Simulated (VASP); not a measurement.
# W3S in VASP: further runs

The runs below take W3S through single point, with PBE.

Everything below comes from runs of VASP 6.6.1. Logs are shortened: lines on timing, memory, paths and dates and some standing lists are left out, and cuts for length are marked.

## 1. The cell of the first run

The cell holds a slab with vacuum, 4 atoms: a = 2.855 Å, b = 2.855 Å, c = 20.197 Å, α = 90.00°, β = 90.00°, γ = 120.00°.

## 2. Single point, PBE

INCAR

```
SYSTEM = W3S
PREC = Accurate
ENCUT = 520
EDIFF = 1E-6
ISMEAR = 0
SIGMA = 0.1
LREAL = .FALSE.
LASPH = .TRUE.
NELM = 100
ALGO = Normal
ISIF = 2
LWAVE = .FALSE.
LCHARG = .TRUE.
LDIPOL = .TRUE.
IDIPOL = 3
DIPOL = 0.5 0.5 0.369
GGA = PE
LELF = .TRUE.
LVHAR = .TRUE.
LVACPOTAV = .TRUE.
NBANDS = 32
```

KPOINTS

```
regular mesh
0
G
  9 9 1
  0 0 0
```

POSCAR

```
W3S
1.0
    2.8545944806      0.0000000000      0.0000000000
   -1.4272972403      2.4721513377      0.0000000000
    0.0000000000      0.0000000000     20.1971108355
W S
3 1
Direct
    0.6666666667      0.3333333333      0.1980481284
    0.3333333333      0.6666666667      0.3143337982
    0.0000000000      0.0000000000      0.4306116309
    0.0000000000      0.3333333333      0.5325761081
```

Potentials or basis: VASP PAW PBE potentials, release 64 (W_sv, S).

Launch:

```
$ cat potpaw_PBE.64/W_sv/POTCAR potpaw_PBE.64/S/POTCAR > POTCAR
$ mpirun -np 1 vasp_std > vasp.out
```

OUTCAR:

```text
SYSTEM = W3S
   PREC = Accurate
   ENCUT = 520
   EDIFF = 1E-6
   ISMEAR = 0
   LREAL = .FALSE.
   LASPH = .TRUE.
   NELM = 100
   ISIF = 2
   GGA = PE

 ion  position               nearest neighbor table
   1  0.667  0.333  0.198-   2 2.87   2 2.87   2 2.87
   2  0.333  0.667  0.314-   3 2.87   3 2.87   3 2.87   1 2.87   1 2.87   1 2.87
   3  0.000  0.000  0.431-   4 2.27   4 2.80   2 2.87   2 2.87   2 2.87
   4  0.000  0.333  0.533-   3 2.27   3 2.80

  LATTYP: Found a hexagonal cell.
 ALAT       =     2.8545944806
 C/A-ratio  =     7.0752994770

  Lattice vectors:

 A1 = (   2.8545944806,   0.0000000000,   0.0000000000)
 A2 = (  -1.4272972403,   2.4721513377,   0.0000000000)
 A3 = (   0.0000000000,   0.0000000000,  20.1971108355)

Analysis of symmetry for initial positions (statically):
=====================================================================
 Subroutine PRICEL returns:
 Original cell was already a primitive cell.

 Routine SETGRP: Setting up the symmetry group for a
 hexagonal supercell.

 Subroutine GETGRP returns: Found  1 space group operations
 (whereof  1 operations were pure point group operations)
 out of a pool of 24 trial point group operations.

The static configuration has the point symmetry C_1 .

Analysis of symmetry for dynamics (positions and initial velocities):
=====================================================================
 Subroutine PRICEL returns:
 Original cell was already a primitive cell.

 Routine SETGRP: Setting up the symmetry group for a
 hexagonal supercell.

 Subroutine GETGRP returns: Found  1 space group operations
 (whereof  1 operations were pure point group operations)
 out of a pool of 24 trial point group operations.

The dynamic configuration has the point symmetry C_1 .

 Subroutine INISYM returns: Found  1 space group operations
 (whereof  1 operations are pure point group operations),
 and found     1 'primitive' translations

----------------------------------------------------------------------------------------

                                     Primitive cell

  volume of cell :     142.5308

  direct lattice vectors                    reciprocal lattice vectors
     2.854594481  0.000000000  0.000000000     0.350312455  0.202252990  0.000000000
    -1.427297240  2.472151338  0.000000000     0.000000000  0.404505980  0.000000000
     0.000000000  0.000000000 20.197110835     0.000000000  0.000000000  0.049512032

  length of vectors
     2.854594481  2.854594481 20.197110835     0.404505980  0.404505980  0.049512032

  position of ions in fractional coordinates (direct lattice)
     0.666666667  0.333333333  0.198048128
     0.333333333  0.666666667  0.314333798
     0.000000000  0.000000000  0.430611631
     0.000000000  0.333333333  0.532576108

  ion indices of the primitive-cell ions
   primitive index   ion index
                 1           1
                 2           2
                 3           3
                 4           4

----------------------------------------------------------------------------------------

 KPOINTS: regular mesh

Automatic generation of k-mesh.
 Grid dimensions read from file:
 generate k-points for:    9    9    1

 Generating k-lattice:

  Cartesian coordinates                     Fractional coordinates (reciprocal lattice)
     0.038923606  0.022472554  0.000000000     0.111111111  0.000000000  0.000000000
     0.000000000  0.044945109  0.000000000     0.000000000  0.111111111  0.000000000
     0.000000000  0.000000000  0.049512032     0.000000000  0.000000000  1.000000000

  Length of vectors
     0.044945109  0.044945109  0.049512032

  Shift w.r.t. Gamma in fractional coordinates (k-lattice)
     0.000000000  0.000000000  0.000000000

 Subroutine IBZKPT returns following result:
 ===========================================

 Found     41 irreducible k-points:

 Following reciprocal coordinates:
            Coordinates               Weight
  0.000000  0.000000  0.000000      1.000000
  0.111111 -0.000000  0.000000      2.000000
  0.000000  0.111111  0.000000      2.000000
 -0.111111  0.111111  0.000000      2.000000
  0.222222 -0.000000  0.000000      2.000000
  0.000000  0.222222  0.000000      2.000000
[... 16 lines left out ...]
  0.333333  0.111111  0.000000      2.000000
 -0.111111  0.444444  0.000000      2.000000
 [... further k-points ...]
   k-points           NKPTS =     41   k-points in BZ     NKDIM =     41   number of bands    NBANDS=     32
   number of dos      NEDOS =    301   number of ions     NIONS =      4
   total plane-waves  NPLWV =  86400
   dimension x,y,z NGX =    24 NGY =   24 NGZ =  150
   dimension x,y,z NGXF=    48 NGYF=   48 NGZF=  300
   ions per type =               3   1
   NGX,Y,Z   is equivalent  to a cutoff of  13.98, 13.98, 12.35 a.u.
   NGXF,Y,Z  is equivalent  to a cutoff of  27.95, 27.95, 24.69 a.u.
 SYSTEM =  W3S
   PREC   = accura    normal or accurate (medium, high low for compatibility)
   ISTART =      0    job   : 0-new  1-cont  2-samecut
   ICHARG =      2    charge: 1-file 2-atom 10-const
   ISPIN  =      1    spin polarized calculation?
   LNONCOLLINEAR =      F non collinear calculations
   LSORBIT =      F    spin-orbit coupling
   LASPH  =      T    aspherical Exc in radial PAW
   ENCUT  =  520.0 eV  38.22 Ry    6.18 a.u.   5.31  5.31 37.55*2*pi/ulx,y,z
   NELM   =    100;   NELMIN=  2; NELMDL= -5     # of ELM steps
   EDIFF  = 0.1E-05   stopping-criterion for ELM
   LREAL  =      F    real-space projection
   EDIFFG = 0.1E-04   stopping-criterion for IOM
   NSW    =      0    number of steps for IOM
   IBRION =     -1    ionic relax: 0-MD 1-quasi-New 2-CG
   NFREE  =      0    steps in history (QN), initial steepest desc. (CG)
   ISIF   =      2    stress and relaxation
   ISYM   =      2    0-nonsym 1-usesym 2-fastsym
   POTIM  = 0.5000    time-step for ionic-motion
   TEBEG  =    0.0;   TEEND  =   0.0 temperature during run
   PSTRESS=    0.0 pullay stress
   NELECT =      48.0000    total number of electrons
   NUPDOWN=      -1.0000    fix difference up-down
   EMIN   =  10.00;   EMAX   =-10.00  energy-range for DOS
   EFERMI =   0.00;   METHOD = LEGACY
   ISMEAR =     0;   SIGMA  =   0.10  broadening in eV -4-tet -1-fermi 0-gaus
   EFERMI_NEDOS =   21; number of points for ismear=-14 and -15
   IALGO  =     38    algorithm
   IMIX   =      4    mixing-type and parameters
     AMIX     =   0.40;   BMIX     =  1.00
     AMIX_MAG =   1.60;   BMIX_MAG =  1.00
  volume/ion in A,a.u.               =      35.63       240.46
  Fermi-wavevector in a.u.,A,eV,Ry     =   1.138988  2.152374 17.650740  1.297293
  Thomas-Fermi vector in A             =   2.275692
   LORBIT       =      0    0 simple, 1 ext, 2 COOP (PROOUT), +10 PAW based schemes
   GGA     = PE    functional components
   LHFCALC =     F    Hartree Fock is set to
   AEXX    =    0.0000 exact exchange contribution
   IVDW    =     0    specifies the selected vdW correction
   LEPSILON=     F    determine dielectric tensor
   LRPA    =     F    only Hartree local field effects (RPA)
 non-spin polarized calculation
 Gauss-broadening in eV      SIGMA  =   0.10
  energy-cutoff  :      520.00
  volume of cell :      142.53
 maximum number of plane-waves:      3867
 NGX is ok and might be reduce to    24
   NGX = 11   NGY = 11   NGZ = 75

 dipolmoment           0.000000      0.000000      0.700499 electrons x Angstroem

 number of electron      48.0000001 magnetization

 dipolmoment           0.000000      0.000000     -0.017829 electrons x Angstroem

 Free energy of the ion-electron system (eV)
  ---------------------------------------------------
  ext. energy  EPLUGINS =         0.00000000
  ---------------------------------------------------
  free energy    TOTEN  =       -39.85528547 eV

  energy without entropy =      -39.83353536  energy(sigma->0) =      -39.84441042

 E-fermi :   1.9405     XC(G=0):  -6.6866

 val. band max:        1.9308662758   @ k =   0.0000   0.0000   0.0000
 cond. band min:       1.9472270975   @ k =  -0.2222  -0.4444   0.0000
 fundamental gap:      0.0163608217
 Fermi energy:         1.9404622341

 k-point     1 :       0.0000    0.0000    0.0000
  band No.  band energies     occupation
      1     -72.1353      2.00000
      2     -71.8143      2.00000
      3     -71.7586      2.00000
      4     -36.6786      2.00000
      5     -36.2834      2.00000
      6     -35.9092      2.00000
[... 24 lines left out ...]
     31       4.7730      0.00000
     32       4.8988      0.00000

 k-point     2 :       0.1111   -0.0000    0.0000
  band No.  band energies     occupation
      1     -72.1270      2.00000
      2     -71.8052      2.00000
      3     -71.7518      2.00000
      4     -36.6523      2.00000
      5     -36.2730      2.00000
      6     -35.9603      2.00000
[... 24 lines left out ...]
     31       4.7312      0.00000
     32       4.8709      0.00000

 k-point     3 :       0.0000    0.1111    0.0000
  band No.  band energies     occupation
      1     -72.1270      2.00000
      2     -71.8052      2.00000
      3     -71.7518      2.00000
      4     -36.6516      2.00000
      5     -36.2738      2.00000
      6     -36.0077      2.00000
[... 24 lines left out ...]
     31       4.7191      0.00000
     32       4.8679      0.00000

 k-point     4 :      -0.1111    0.1111    0.0000
  band No.  band energies     occupation
      1     -72.1270      2.00000
      2     -71.8052      2.00000
      3     -71.7518      2.00000
      4     -36.6515      2.00000
      5     -36.2741      2.00000
      6     -36.0124      2.00000
[... 654 lines left out ...]
     31       5.2715      0.00000
     32       5.6079      0.00000

 k-point    23 :       0.3333    0.1111    0.0000
  band No.  band energies     occupation
      1     -72.0699      2.00000
      2     -71.7408      2.00000
      3     -71.7069      2.00000
      4     -36.6305      2.00000
      5     -36.5140      2.00000
      6     -36.2942      2.00000
[... 24 lines left out ...]
     31       6.5150      0.00000
     32       7.0743      0.00000

 k-point    24 :      -0.1111    0.4444    0.0000
  band No.  band energies     occupation
      1     -72.0696      2.00000
      2     -71.7408      2.00000
      3     -71.7068      2.00000
      4     -36.6816      2.00000
      5     -36.5190      2.00000
      6     -36.2978      2.00000
[... 24 lines left out ...]
     31       6.5203      0.00000
     32       6.9967      0.00000

 [... further k-points ...]
[... 5 lines left out ...]
  --------------------------------------------------------------------------------------
  -------------------------------------------------------------------------------------
  Total       -1.3195475     -2.3141892     -0.1810307      0.0930230      1.9056760     -0.9828419
  in kB      -14.8329276    -26.0136153     -2.0349517      1.0456642     21.4215513    -11.0480477
  external PRESSURE =     -14.2938315 kB  Pullay stress =       0.0000000 kB

 VOLUME and BASIS-vectors are now :
 -----------------------------------------------------------------------------
  energy-cutoff  :      520.00
  volume of cell :      142.53
      direct lattice vectors                 reciprocal lattice vectors
     2.854594481  0.000000000  0.000000000     0.350312455  0.202252990  0.000000000
    -1.427297240  2.472151338  0.000000000     0.000000000  0.404505980  0.000000000
     0.000000000  0.000000000 20.197110835     0.000000000  0.000000000  0.049512032

 POSITION                                       TOTAL-FORCE (eV/Angst)
 -----------------------------------------------------------------------------------
      1.42730      0.82405      4.00000         0.010433      0.008590     -0.020136
     -0.00000      1.64810      6.34863         0.013770     -0.065287      0.106688
      0.00000      0.00000      8.69711         0.413473     -0.813900     -0.094426
     -0.47577      0.82405     10.75650        -0.437676      0.870597      0.007874
 -----------------------------------------------------------------------------------
    total drift:                                0.000010      0.000045      0.000390

  FREE ENERGIE OF THE ION-ELECTRON SYSTEM (eV)
  ---------------------------------------------------
  free  energy   TOTEN  =       -39.8552854667 eV

  energy  without entropy=      -39.8335353649  energy(sigma->0) =      -39.84441042

 vacuum level on the upper side and lower side of the slab         6.611         7.067
```

Run time: 3 min. Hardware: 1 thread of Intel Xeon 6975P-C (Granite Rapids), shared host; peak memory 0.36 GiB.

Results:

```yaml
Free_energy: -39.8553 eV
Largest_force: 0.974 eV/Å
Band_gap_on_the_k_mesh: zero (band 24 reaches 2.36 eV, above the bottom of band 25 at 1.54 eV)
```

Forces in eV/Å, atoms in the order of the input:
```
W    0.010  0.009 -0.020
W    0.014 -0.065  0.107
W    0.413 -0.814 -0.094
S   -0.438  0.871  0.008
```

Levels at points of the mesh, in eV from the Fermi level:
```csv
k point,band 20,band 21,band 22,band 23,band 24,band 25,band 26,band 27,band 28,band 29
"(0.00, 0.00, 0.00)",-0.81,-0.79,-0.45,-0.41,-0.02,-0.01,0.18,1.20,1.31,2.40
```

Caveat: spin-orbit coupling is left out, which moves the levels of the heavy elements.

## 3. Single point, PBE

INCAR

```
PREC = Accurate
ENCUT = 520
EDIFF = 1E-7
ISMEAR = 0
SIGMA = 0.1
LREAL = False
LASPH = True
NELM = 80
ALGO = Normal
ISIF = 2
LWAVE = False
LCHARG = True
LDIPOL = True
IDIPOL = 3
DIPOL = 0.5 0.5 0.371
GGA = PE
LELF = True
LVHAR = True
LVACPOTAV = True
NBANDS = 32
```

KPOINTS

```
Automatic mesh
0
Gamma
  9 9 1
```

POSCAR, as its differences from that of step 2:

```diff
@@ -11,2 +11,2 @@
     0.0000000000      0.0000000000      0.4306116309
-    0.0000000000      0.3333333333      0.5325761081
+    0.0000000000      0.1666666667      0.5405670815
```

Potentials or basis: VASP PAW PBE potentials, release 64 (W_sv, S).

Launch:

```
$ cat potpaw_PBE.64/W_sv/POTCAR potpaw_PBE.64/S/POTCAR > POTCAR
$ mpirun -np 1 vasp_std > vasp.out
```

Wall time 2.9 min (1 thread of Intel Xeon 6975P-C (Granite Rapids), shared host); peak memory 0.35 GiB.

Results (log left out):

| Quantity | Value |
| --- | --- |
| Free energy | -39.5440 eV |
| Largest force | 0.408 eV/Å |
| Band gap on the k mesh | zero (band 24 reaches 2.23 eV, above the bottom of band 25 at 1.37 eV) |

Forces on the atoms (eV/Å):
```
W   -0.020  0.013  0.070
W    0.012 -0.028 -0.157
W    0.190 -0.349  0.076
S   -0.183  0.365  0.010
```

Levels at points of the mesh, in eV from the Fermi level:
| k point | band 21 | band 22 | band 23 | band 24 | band 25 | band 26 | band 27 | band 28 |
| --- | --- | --- | --- | --- | --- | --- | --- | --- |
| (0.00, 0.00, 0.00) | -0.61 | -0.40 | -0.33 | -0.02 | -0.01 | 0.18 | 1.37 | 1.70 |

Caveat: spin-orbit coupling is left out, which moves the levels of the heavy elements.
